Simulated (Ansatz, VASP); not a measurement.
**ZnS in VASP and in Ansatz**

```
Zn S
1.0
     3.80652    0.00000    0.00000
    -1.90326    3.29654    0.00000
     0.00000    0.00000    6.24480
Zn S
2 2
Cartesian
  0.0000 2.1977 0.0021
  1.9033 1.0988 3.1246
  0.0000 2.1977 2.3397
  1.9033 1.0988 5.4621
```

Alike in both runs: functional r2SCAN; k mesh 6 × 6 × 4; occupations gaussian, width 0.02 eV; no spin polarisation.

Ansatz relaxed the structure, and its values are those at the end. VASP's run is a single point on that final structure, the one shown.

|  | VASP | Ansatz |
| --- | --- | --- |
| version | VASP 6.6.1 | Ansatz 0.2.0 |
| potentials or method | VASP PAW PBE potentials, release 64 (Zn, S), cutoff 520 eV | scalar-relativistic, plane waves, PAW |
| valence electrons in the cell | 36 | 36 |

```tsv
	VASP	Ansatz	Ansatz less VASP
gap on the k mesh at the Fermi level (eV)	2.79	2.78	-0.010
least direct gap on the mesh (eV)	2.79	2.78	-0.010
pressure (GPa)	0.1	0.0	-0.09
```

VASP's potentials were made for PBE, not for r2SCAN.
